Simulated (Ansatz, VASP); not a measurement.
Cu: VASP beside Ansatz

```xyz
2
Lattice="2.5718 0.0000 0.0000 0.0000 2.5718 0.0000 0.0000 0.0000 3.6145" Properties=species:S:1:pos:R:3 pbc="T T T"
Cu    0.0000    0.0000    0.0000
Cu    1.2859    1.2859    1.8073
```

Alike in both runs: functional PBE; k mesh 16 × 16 × 12; occupations methfessel-paxton of order 1, width 0.1 eV; no spin polarisation.

Ansatz relaxed the structure, and its values are those at the end. VASP's run is a single point on that final structure, the one shown.

|  | VASP | Ansatz |
| --- | --- | --- |
| version | VASP 6.6.1 | Ansatz 0.2.0 |
| potentials or method | VASP PAW PBE potentials, release 64 (Cu_sv_GW) | scalar-relativistic, plane waves, PAW |
| plane-wave cutoff (eV) | 700 | 420 |
| valence electrons in the cell | 38 | 38 |

|  | VASP | Ansatz | Ansatz less VASP |
| --- | --- | --- | --- |
| gap on the k mesh at the Fermi level (eV) | none | none | - |
| pressure (GPa) | -5.0 | 0.0 | +5.00 |

A gap of «none» marks a metal or a gap that the smearing closes. One of these differences is far larger than is usual between the two programs; its cause wasn't traced.
